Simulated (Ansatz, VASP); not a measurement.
# BeTlMo in VASP and in Ansatz

Contents of INCAR:

```
SYSTEM = BeTlMo
ALGO = Normal
EDIFF = 1E-6
ENCUT = 520
GGA = PE
ISIF = 2
ISMEAR = 0
LASPH = .TRUE.
LCHARG = .FALSE.
LREAL = .FALSE.
LWAVE = .FALSE.
NBANDS = 38
NELM = 60
PREC = Accurate
SIGMA = 0.1
```

File KPOINTS:

```
k-points
0
G
  6 6 4
  0 0 0
```

The input POSCAR:

```
BeTlMo
1.0
    4.5010385612      0.0000000000      0.0000000000
   -2.2505192807      3.8980137375      0.0000000000
    0.0000000000      0.0000000000      5.6592945940
Be Tl Mo
2 2 2
Direct
    0.0000000000      0.0000000000      0.0000000000
    0.0000000000      0.0000000000      0.5000000000
    0.3333333333      0.6666666667      0.2500000000
    0.6666666667      0.3333333333      0.7500000000
    0.3333333333      0.6666666667      0.7500000000
    0.6666666667      0.3333333333      0.2500000000
```

Input for Ansatz:

```yaml
crystal:
  lattice:
    - [4.5010385612, 0.0, 0.0]
    - [-2.2505192807, 3.8980137375, 0.0]
    - [0.0, 0.0, 5.659294594]
  atoms:
    - { symbol: Be, position: [0.0, 0.0, 0.0] }
    - { symbol: Be, position: [0.0, 0.0, 0.5] }
    - { symbol: Tl, position: [0.3333333333, 0.6666666667, 0.25] }
    - { symbol: Tl, position: [0.6666666667, 0.3333333333, 0.75] }
    - { symbol: Mo, position: [0.3333333333, 0.6666666667, 0.75] }
    - { symbol: Mo, position: [0.6666666667, 0.3333333333, 0.25] }
basis:
  ecutwfc: 420
kpoints:
  mp_grid: { grid: [6, 6, 4] }
hamiltonian:
  xc: pbe
scf:
  occupations: { method: gaussian, width: 0.1 }
  lower_state_search: "off"
output:
  forces: true
  stress: true
  eigenvalues: true
```

Alike in both runs: task single point; functional PBE; k mesh 6 × 6 × 4; occupations gaussian, width 0.1 eV; no spin polarisation.

```csv
,VASP,Ansatz
version,VASP 6.6.1,Ansatz 0.2.0
potentials or method,"VASP PAW PBE potentials, release 64 (Be, Tl_d, Mo_sv), cutoff 520 eV","scalar-relativistic, plane waves, PAW"
valence electrons in the cell,58,58
```

```csv
,VASP,Ansatz,Ansatz less VASP
gap on the k mesh at the Fermi level (eV),none,none,-
pressure (GPa),7.2,7.1,-0.11
"traceless stress, the component that is largest in VASP (GPa)",-13.11,-13.11,+0.001
```

A gap of «none» marks a metal or a gap that the smearing closes. With one functional, cell and mesh, what is left measures potentials, basis and numerics.

Neither program's run includes spin-orbit coupling.
